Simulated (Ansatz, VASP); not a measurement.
One calculation of Pd, two programs

File INCAR:

```
SYSTEM = Pd
ALGO = Normal
EDIFF = 1E-6
ENCUT = 520
GGA = PE
ISIF = 2
ISMEAR = -1
LASPH = .TRUE.
LCHARG = .FALSE.
LREAL = .FALSE.
LWAVE = .FALSE.
NBANDS = 11
NELM = 60
PREC = Accurate
SIGMA = 0.3
```

File KPOINTS:

```
k-points
0
G
  14 14 14
  0 0 0
```

The input POSCAR:

```
Pd
1.0
    0.0000000000      1.9734737307      1.9734737307
    1.9734737307      0.0000000000      1.9734737307
    1.9734737307      1.9734737307      0.0000000000
Pd
1
Direct
    0.0000000000      0.0000000000      0.0000000000
```

Input for Ansatz:

```yaml
crystal:
  lattice:
    - [0.0, 1.9734737307, 1.9734737307]
    - [1.9734737307, 0.0, 1.9734737307]
    - [1.9734737307, 1.9734737307, 0.0]
  atoms:
    - { symbol: Pd, position: [0.0, 0.0, 0.0] }
hamiltonian:
  xc: pbe
  pseudopotentials:
    kind: paw
    azcp:
      Pd: "pseudopotentials/Pd.paw.azcp"
basis:
  ecutwfc: 420
  fft_grid_basis: typed
kpoints:
  mp_grid: { grid: [14, 14, 14], shift: [0, 0, 0] }
magnetization:
  spin_polarized: false
scf:
  occupations: { method: fermi_dirac, width: 0.3 }
  lower_state_search: "off"
output:
  stress: true
```

Alike in both runs: task single point; functional PBE; k mesh 14 × 14 × 14; occupations fermi-dirac, width 0.3 eV; no spin polarisation.

|  | VASP | Ansatz |
| --- | --- | --- |
| version | VASP 6.6.1 | Ansatz 0.2.0 |
| potentials or method | VASP PAW PBE potentials, release 64 (Pd), cutoff 520 eV | plane waves (420 eV) with PAW, scalar-relativistic |
| valence electrons in the cell | 10 | 18 |

```csv
,VASP,Ansatz,Ansatz less VASP
pressure (GPa),1.1,1.4,+0.29
```

The functional is the same, so the differences come from potentials, cutoffs and numerics. VASP's potentials hold 10 valence electrons a cell and Ansatz's 18, so a difference there can come from the potentials and not from the codes.
